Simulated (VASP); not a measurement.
# TiSi16 (a cell with a defect) in VASP: single point with PBE

Aim: the single point of TiSi16 (a cell with a defect) with PBE.

Everything below comes from runs of VASP 6.6.1. Logs are shortened: lines on timing, memory, paths and dates and some standing lists are left out, and cuts for length are marked.

### Step 1. The cell of the first run

The cell holds a defect, 17 atoms: a = 7.679 Å, b = 7.679 Å, c = 7.679 Å, α = 60.00°, β = 60.00°, γ = 60.00°.

### Step 2. Single point, PBE

The input, INCAR:

```
SYSTEM = TiSi16
PREC = Accurate
ENCUT = 520
EDIFF = 1E-7
ISMEAR = 0
SIGMA = 0.02
LREAL = Auto
LASPH = .True.
NELM = 100
ALGO = Normal
ISIF = 2
LWAVE = .False.
LCHARG = .False.
GGA = PE
NBANDS = 52
```

The input, KPOINTS:

```
regular mesh
0
Gamma
  2 2 2
  0 0 0
```

The input, POSCAR:

```
TiSi16
1.0
    0.0000000000      5.4300000000      5.4300000000
    5.4300000000      0.0000000000      5.4300000000
    5.4300000000      5.4300000000      0.0000000000
Si Ti
16 1
Direct
   -0.0165560773      0.0511720994     -0.0169290055
    0.1262071823      0.1368959484      0.1259086556
    0.0131982505     -0.0109046961      0.4992428177
    0.1262338858      0.1369430939      0.6117265193
    0.0122678637      0.5075098527      0.0121006446
    0.1087508287      0.6753928177      0.1082092081
    0.0123215470      0.5075736648      0.4686880295
    0.1558521179      0.6183055249      0.6131909761
    0.4995383978     -0.0116551565      0.0134094843
    0.6122451197      0.1362311234      0.1261887661
    0.4995782689     -0.0117198895      0.4995427256
    0.6417472376      0.0755043278      0.6417813076
    0.4690612339      0.5067312155      0.0124855433
    0.6134194291      0.6174540516      0.1561941989
    0.5162441068      0.4509566298      0.5167476059
    0.6135184162      0.6174018416      0.6136000000
    0.8128378453      0.5621608656      0.8128319521
```

Potentials or basis: VASP PAW PBE potentials, release 64 (Si, Ti_sv).

On the command line:

```
$ cat potpaw_PBE.64/Si/POTCAR potpaw_PBE.64/Ti_sv/POTCAR > POTCAR
$ mpirun -np 1 vasp_std > vasp.out
```

OUTCAR:

```text
SYSTEM = TiSi16
   PREC = Accurate
   ENCUT = 520
   EDIFF = 1E-7
   ISMEAR = 0
   LREAL = Auto
   LASPH = .True.
   NELM = 100
   ISIF = 2
   GGA = PE

 ion  position               nearest neighbor table
   1  0.983  0.051  0.983-  10 2.34   2 2.34   4 2.34   6 2.36
   2  0.126  0.137  0.126-   5 2.33   1 2.34   3 2.35   9 2.35
   3  0.013  0.989  0.499-   8 2.33  12 2.34   2 2.35   4 2.35
   4  0.126  0.137  0.612-   7 2.33   1 2.34   3 2.35  11 2.35
   5  0.012  0.508  0.012-   6 2.28   2 2.33  17 2.43  14 2.51   8 2.51
   6  0.109  0.675  0.108-  13 2.28   7 2.28   5 2.28   1 2.36
   7  0.012  0.508  0.469-   6 2.28   4 2.33  17 2.43   8 2.50  16 2.51
   8  0.156  0.618  0.613-  15 2.28   3 2.33  17 2.43   7 2.50   5 2.51
   9  0.500  0.988  0.013-  14 2.33  12 2.34  10 2.35   2 2.35
  10  0.612  0.136  0.126-  13 2.33   1 2.34  11 2.35   9 2.35
  11  0.500  0.988  0.500-  16 2.33  12 2.34  10 2.35   4 2.35
  12  0.642  0.076  0.642-   3 2.34  11 2.34   9 2.34  15 2.35
  13  0.469  0.507  0.012-   6 2.28  10 2.33  17 2.43  14 2.50  16 2.51
  14  0.613  0.617  0.156-  15 2.28   9 2.33  17 2.43  13 2.50   5 2.51
  15  0.516  0.451  0.517-   8 2.28  14 2.28  16 2.28  12 2.35
  16  0.614  0.617  0.614-  15 2.28  11 2.33  17 2.43   7 2.51  13 2.51
  17  0.813  0.562  0.813-  16 2.43  14 2.43   8 2.43   5 2.43   7 2.43  13 2.43

  LATTYP: Found a face centered cubic cell.
 ALAT       =    10.8600000000

  Lattice vectors:

 A1 = (   0.0000000000,   5.4300000000,   5.4300000000)
 A2 = (   5.4300000000,   0.0000000000,   5.4300000000)
 A3 = (   5.4300000000,   5.4300000000,   0.0000000000)

Analysis of symmetry for initial positions (statically):
=====================================================================
 Subroutine PRICEL returns:
 Original cell was already a primitive cell.

 Routine SETGRP: Setting up the symmetry group for a
 face centered cubic supercell.

 Subroutine GETGRP returns: Found  1 space group operations
 (whereof  1 operations were pure point group operations)
 out of a pool of 48 trial point group operations.

The static configuration has the point symmetry C_1 .

Analysis of symmetry for dynamics (positions and initial velocities):
=====================================================================
 Subroutine PRICEL returns:
 Original cell was already a primitive cell.

 Routine SETGRP: Setting up the symmetry group for a
 face centered cubic supercell.

 Subroutine GETGRP returns: Found  1 space group operations
 (whereof  1 operations were pure point group operations)
 out of a pool of 48 trial point group operations.

The dynamic configuration has the point symmetry C_1 .

 Subroutine INISYM returns: Found  1 space group operations
 (whereof  1 operations are pure point group operations),
 and found     1 'primitive' translations

----------------------------------------------------------------------------------------

                                     Primitive cell

  volume of cell :     320.2060

  direct lattice vectors                    reciprocal lattice vectors
     0.000000000  5.430000000  5.430000000    -0.092081031  0.092081031  0.092081031
     5.430000000  0.000000000  5.430000000     0.092081031 -0.092081031  0.092081031
     5.430000000  5.430000000  0.000000000     0.092081031  0.092081031 -0.092081031

  length of vectors
     7.679179644  7.679179644  7.679179644     0.159489025  0.159489025  0.159489025

  position of ions in fractional coordinates (direct lattice)
     0.983443923  0.051172099  0.983070994
     0.126207182  0.136895948  0.125908656
     0.013198250  0.989095304  0.499242818
     0.126233886  0.136943094  0.611726519
     0.012267864  0.507509853  0.012100645
     0.108750829  0.675392818  0.108209208
[... 9 lines left out ...]
     0.613518416  0.617401842  0.613600000
     0.812837845  0.562160866  0.812831952

  ion indices of the primitive-cell ions
   primitive index   ion index
                 1           1
                 2           2
                 3           3
                 4           4
                 5           5
                 6           6
[... 9 lines left out ...]
                16          16
                17          17

----------------------------------------------------------------------------------------

 KPOINTS: regular mesh

Automatic generation of k-mesh.
 Grid dimensions read from file:
 generate k-points for:    2    2    2

 Generating k-lattice:

  Cartesian coordinates                     Fractional coordinates (reciprocal lattice)
    -0.046040516  0.046040516  0.046040516     0.500000000  0.000000000  0.000000000
     0.046040516 -0.046040516  0.046040516     0.000000000  0.500000000  0.000000000
     0.046040516  0.046040516 -0.046040516     0.000000000  0.000000000  0.500000000

  Length of vectors
     0.079744512  0.079744512  0.079744512

  Shift w.r.t. Gamma in fractional coordinates (k-lattice)
     0.000000000  0.000000000  0.000000000

 Subroutine IBZKPT returns following result:
 ===========================================

 Found      8 irreducible k-points:

 Following reciprocal coordinates:
            Coordinates               Weight
  0.000000  0.000000  0.000000      1.000000
  0.500000  0.000000  0.000000      1.000000
  0.000000  0.500000  0.000000      1.000000
  0.000000  0.000000  0.500000      1.000000
  0.500000  0.500000  0.500000      1.000000
  0.500000  0.500000  0.000000      1.000000
  0.000000  0.500000  0.500000      1.000000
  0.500000  0.000000  0.500000      1.000000
   k-points           NKPTS =      8   k-points in BZ     NKDIM =      8   number of bands    NBANDS=     52
   number of dos      NEDOS =    301   number of ions     NIONS =     17
   total plane-waves  NPLWV = 216000
   dimension x,y,z NGX =    60 NGY =   60 NGZ =   60
   dimension x,y,z NGXF=   120 NGYF=  120 NGZF=  120
   ions per type =              16   1
   NGX,Y,Z   is equivalent  to a cutoff of  12.99, 12.99, 12.99 a.u.
   NGXF,Y,Z  is equivalent  to a cutoff of  25.98, 25.98, 25.98 a.u.
 SYSTEM =  TiSi16
   PREC   = accura    normal or accurate (medium, high low for compatibility)
   ISTART =      0    job   : 0-new  1-cont  2-samecut
   ICHARG =      2    charge: 1-file 2-atom 10-const
   ISPIN  =      1    spin polarized calculation?
   LNONCOLLINEAR =      F non collinear calculations
   LSORBIT =      F    spin-orbit coupling
   LASPH  =      T    aspherical Exc in radial PAW
   ENCUT  =  520.0 eV  38.22 Ry    6.18 a.u.  14.28 14.28 14.28*2*pi/ulx,y,z
   NELM   =    100;   NELMIN=  2; NELMDL= -5     # of ELM steps
   EDIFF  = 0.1E-06   stopping-criterion for ELM
   LREAL  =      T    real-space projection
   EDIFFG = 0.1E-05   stopping-criterion for IOM
   NSW    =      0    number of steps for IOM
   IBRION =     -1    ionic relax: 0-MD 1-quasi-New 2-CG
   NFREE  =      0    steps in history (QN), initial steepest desc. (CG)
   ISIF   =      2    stress and relaxation
   ISYM   =      2    0-nonsym 1-usesym 2-fastsym
   POTIM  = 0.5000    time-step for ionic-motion
   TEBEG  =    0.0;   TEEND  =   0.0 temperature during run
   PSTRESS=    0.0 pullay stress
   NELECT =      76.0000    total number of electrons
   NUPDOWN=      -1.0000    fix difference up-down
   EMIN   =  10.00;   EMAX   =-10.00  energy-range for DOS
   EFERMI =   0.00;   METHOD = LEGACY
   ISMEAR =     0;   SIGMA  =   0.02  broadening in eV -4-tet -1-fermi 0-gaus
   EFERMI_NEDOS =   21; number of points for ismear=-14 and -15
   IALGO  =     38    algorithm
   IMIX   =      4    mixing-type and parameters
     AMIX     =   0.40;   BMIX     =  1.00
     AMIX_MAG =   1.60;   BMIX_MAG =  1.00
  volume/ion in A,a.u.               =      18.84       127.11
  Fermi-wavevector in a.u.,A,eV,Ry     =   1.013607  1.915439 13.978610  1.027399
  Thomas-Fermi vector in A             =   2.146786
   LORBIT       =      0    0 simple, 1 ext, 2 COOP (PROOUT), +10 PAW based schemes
   GGA     = PE    functional components
   LHFCALC =     F    Hartree Fock is set to
   AEXX    =    0.0000 exact exchange contribution
   IVDW    =     0    specifies the selected vdW correction
   LEPSILON=     F    determine dielectric tensor
   LRPA    =     F    only Hartree local field effects (RPA)
 non-spin polarized calculation
 Gauss-broadening in eV      SIGMA  =   0.02
  energy-cutoff  :      520.00
  volume of cell :      320.21
 maximum number of plane-waves:      8646
 NGX is ok and might be reduce to    60
   NGX = 29   NGY = 29   NGZ = 29

 number of electron      76.0000002 magnetization

 Free energy of the ion-electron system (eV)
  ---------------------------------------------------
  ext. energy  EPLUGINS =         0.00000000
  ---------------------------------------------------
  free energy    TOTEN  =       -90.49309500 eV

  energy without entropy =      -90.48666774  energy(sigma->0) =      -90.48988137

 E-fermi :   6.9015     XC(G=0):  -9.7533

 val. band max:        6.9004816744   @ k =   0.5000   0.5000   0.0000
 cond. band min:       6.9164353142   @ k =   0.5000   0.5000   0.5000
 fundamental gap:      0.0159536399
 Fermi energy:         6.9014651114

 k-point     1 :       0.0000    0.0000    0.0000
  band No.  band energies     occupation
      1     -49.9252      2.00000
      2     -26.3879      2.00000
      3     -26.2499      2.00000
      4     -26.2472      2.00000
      5      -5.6561      2.00000
      6      -3.4449      2.00000
[... 42 lines left out ...]
     49       8.5107      0.00000
     50       8.9190      0.00000

 k-point     2 :       0.5000    0.0000    0.0000
  band No.  band energies     occupation
      1     -49.9252      2.00000
      2     -26.3879      2.00000
      3     -26.2499      2.00000
      4     -26.2472      2.00000
      5      -4.8568      2.00000
      6      -4.8243      2.00000
[... 310 lines left out ...]
 k-point     8 :       0.5000    0.0000    0.5000
  band No.  band energies     occupation
      1     -49.9252      2.00000
      2     -26.3879      2.00000
      3     -26.2499      2.00000
      4     -26.2472      2.00000
      5      -4.5726      2.00000
      6      -4.5509      2.00000
[... 42 lines left out ...]
     49       9.9795      0.00000
     50      10.4791      0.00000
 [bands above 50 left out]

------------------------ aborting loop because EDIFF is reached ----------------------------------------

  FORCE on cell =-STRESS in cart. coord.  units (eV):
  Direction    XX          YY          ZZ          XY          YZ          ZX
  --------------------------------------------------------------------------------------
  -------------------------------------------------------------------------------------
  Total       11.7253851     11.7478900     11.6984244      1.6950934      1.7192371     -1.7144240
  in kB       58.6689360     58.7815413     58.5340362      8.4815404      8.6023452     -8.5782626
  external PRESSURE =      58.6615045 kB  Pullay stress =       0.0000000 kB

 VOLUME and BASIS-vectors are now :
 -----------------------------------------------------------------------------
  energy-cutoff  :      520.00
  volume of cell :      320.21
      direct lattice vectors                 reciprocal lattice vectors
     0.000000000  5.430000000  5.430000000    -0.092081031  0.092081031  0.092081031
     5.430000000  0.000000000  5.430000000     0.092081031 -0.092081031  0.092081031
     5.430000000  5.430000000  0.000000000     0.092081031  0.092081031 -0.092081031

 POSITION                                       TOTAL-FORCE (eV/Angst)
 -----------------------------------------------------------------------------------
      5.61594     10.67818      5.61797         0.007244     -0.007193      0.006729
      1.42703      1.36899      1.42865        -0.001081      0.016717     -0.001286
      8.08168      2.78256      5.44245         0.005454     -0.004874      0.006384
      4.06528      4.00712      1.42905        -0.016241      0.000600     -0.000451
      2.82149      0.13232      2.82239         0.011361     -0.009791      0.011957
      4.25496      1.17809      4.25790        -0.008307      0.006618     -0.009440
[... 9 lines left out ...]
      6.68434      6.66325      6.68390        -0.004181     -0.017813     -0.004458
      7.46621      8.82739      7.46624        -0.016477      0.009423     -0.015565
 -----------------------------------------------------------------------------------
    total drift:                               -0.001748     -0.010144     -0.005444

  FREE ENERGIE OF THE ION-ELECTRON SYSTEM (eV)
  ---------------------------------------------------
  free  energy   TOTEN  =       -90.4930950002 eV

  energy  without entropy=      -90.4866677406  energy(sigma->0) =      -90.48988137
```

Run time: 2.5 min. Hardware: 1 thread of AMD EPYC 9R45 (Zen 5), shared host; peak memory 0.47 GiB.

What came out:

* Free energy: -90.4931 eV
* Pressure: 5.9 GPa
* Largest force: 0.043 eV/Å
* Band gap on the k mesh: zero (bands 38 and 39 overlap by 0.20 eV)

Forces on the atoms (eV/Å):
```
Si   0.007 -0.007  0.007
Si  -0.001  0.017 -0.001
Si   0.005 -0.005  0.006
Si  -0.016  0.001  0.000
Si   0.011 -0.010  0.012
Si  -0.008  0.007 -0.009
Si   0.010 -0.010  0.009
Si  -0.003  0.007  0.019
Si   0.007 -0.004  0.005
Si  -0.002  0.002 -0.016
Si   0.005 -0.006  0.005
Si  -0.025  0.022 -0.027
Si   0.010 -0.009  0.009
Si   0.016  0.007 -0.004
Si   0.005 -0.004  0.004
Si  -0.004 -0.018 -0.004
Ti  -0.016  0.009 -0.016
```

Levels at points of the mesh, in eV from the Fermi level:
| k point | band 35 | band 36 | band 37 | band 38 | band 39 | band 40 | band 41 | band 42 |
| --- | --- | --- | --- | --- | --- | --- | --- | --- |
| (0.00, 0.00, 0.00) | -1.25 | -0.80 | -0.25 | -0.25 | -0.18 | -0.18 | -0.14 | -0.06 |
| (0.50, 0.00, 0.00) | -1.45 | -1.07 | -0.79 | 0.02 | 0.37 | 0.64 | 0.64 | 0.83 |
| (0.00, 0.50, 0.00) | -1.34 | -1.34 | -0.26 | -0.25 | 0.28 | 0.44 | 0.81 | 0.81 |
| (0.00, 0.00, 0.50) | -1.45 | -1.07 | -0.79 | 0.02 | 0.36 | 0.64 | 0.64 | 0.83 |
| (0.50, 0.50, 0.50) | -1.45 | -1.07 | -0.79 | 0.01 | 0.37 | 0.64 | 0.64 | 0.83 |
| (0.50, 0.50, 0.00) | -1.79 | -1.59 | -0.21 | 0.00 | 0.27 | 0.53 | 0.80 | 1.02 |
| (0.00, 0.50, 0.50) | -1.79 | -1.58 | -0.21 | 0.00 | 0.27 | 0.53 | 0.80 | 1.02 |
| (0.50, 0.00, 0.50) | -1.79 | -1.58 | -0.21 | 0.00 | 0.27 | 0.53 | 0.80 | 1.02 |

Caveat: the k points lie up to 0.50 Å⁻¹ apart.
